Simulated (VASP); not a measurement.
Sc2BP3:

```xyz
6
Lattice="3.6372 0.0000 0.0000 0.0000 3.6372 0.0000 0.0000 0.0000 8.5606" Properties=species:S:1:pos:R:3 pbc="T T T"
Sc    1.8186    0.0000    1.2268
Sc    0.0000    1.8186    7.3338
B     1.8186    1.8186    4.2803
P     0.0000    0.0000    2.5112
P     0.0000    0.0000    6.0494
P     1.8186    1.8186    0.0000
```

- Program: VASP 6.6.1
- Task: relaxation of cell and atoms
- Functional: PBE
- Potentials or basis: VASP PAW PBE potentials, release 64 (Sc_sv, B, P)
- Cutoff: 600 eV
- k mesh: 6 × 6 × 2
- Occupations: gaussian, width 0.1 eV
- Spin: no spin polarisation

At the start: pressure 30.3 GPa; volume 18.87 Å³/atom.

**Question.** How do energy, volume and symmetry change on relaxing?

**Answer.** Over 27 steps the energy falls by 1178.8 meV/atom and the volume is 21.46 Å³/atom (+13.7 %); space group P-4m2 (No. 115, to 0.05 Å).

The path:
```tsv
step	energy change (eV)	largest force (eV/Å)	pressure (GPa)	volume (Å³)
1	0.0000	5.3569	30.30	113.25
2	-3.3666	1.1308	-7.13	182.40
3	-4.0667	1.3475	-1.32	156.17
4	-4.0669	1.3534	-1.00	155.22
5	-4.2918	1.0688	-1.22	153.13
6	-4.7918	2.1216	-1.49	146.98
7	-5.2682	4.3718	0.70	135.14
8	-5.3241	4.3900	0.76	134.77
9	-5.4817	4.3492	1.03	133.63
10	-5.6889	3.6233	2.13	131.38
11	-5.6941	3.5554	3.03	130.35
12	-5.7015	3.4798	2.57	130.83
13	-5.8328	3.3408	2.08	131.25
14	-6.1718	2.9246	0.79	132.53
15	-6.5919	2.0518	-0.99	135.11
16	-6.2165	6.6831	-1.24	140.36
17	-6.6611	1.5607	-1.50	136.48
18	-6.7674	1.3436	-1.76	136.07
19	-6.9783	0.6512	-2.33	134.81
20	-6.9057	0.9432	-2.28	132.27
21	-7.0280	0.2927	-2.51	133.82
22	-7.0651	0.1156	-1.05	130.84
23	-7.0692	0.1916	-0.35	129.56
24	-7.0692	0.1964	-0.31	129.48
25	-7.0715	0.1236	-0.15	129.14
26	-7.0721	0.1018	-0.03	128.87
27	-7.0726	0.0371	0.07	128.74
```

Final structure:
```
CELL_PARAMETERS angstrom
3.87877 0.00000 0.00000
0.00000 3.87877 0.00000
0.00000 0.00000 8.55731
ATOMIC_POSITIONS crystal
Sc 0.50000 0.00000 0.19113
Sc 0.00000 0.50000 0.80887
B 0.50000 0.50000 0.50000
P 0.00000 0.00000 0.37889
P 0.00000 0.00000 0.62111
P 0.50000 0.50000 0.00000
```

Caveat: the k points lie up to 0.37 Å⁻¹ apart in the final cell.
